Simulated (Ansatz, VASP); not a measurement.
# Two plane-wave programs on Pt

```xyz
1
Lattice="0.0000 1.9205 1.9205 1.9205 0.0000 1.9205 1.9205 1.9205 0.0000" Properties=species:S:1:pos:R:3 pbc="T T T"
Pt    0.0000    0.0000    0.0000
```

Alike in both runs: task single point; functional LDA; k mesh 22 × 22 × 22; occupations gaussian, width 0.15 eV; no spin polarisation.

|  | VASP | Ansatz |
| --- | --- | --- |
| version | VASP 6.6.1 | Ansatz 0.2.0 |
| potentials or method | VASP PAW LDA potentials, release 64 (Pt_sv_GW), cutoff 570 eV | scalar-relativistic, plane waves, PAW |
| valence electrons in the cell | 18 | 18 |

```csv
,VASP,Ansatz,Ansatz less VASP
gap on the k mesh at the Fermi level (eV),none,none,-
pressure (GPa),13.8,14.1,+0.34
```

Ansatz warns that its potentials were made for another functional, while VASP's fit it. LDA's correlation is that of Perdew and Zunger in VASP and of Perdew and Wang (1992) in Ansatz. A gap of «none» marks a metal or a gap that the smearing closes.

Spin-orbit coupling is off throughout.
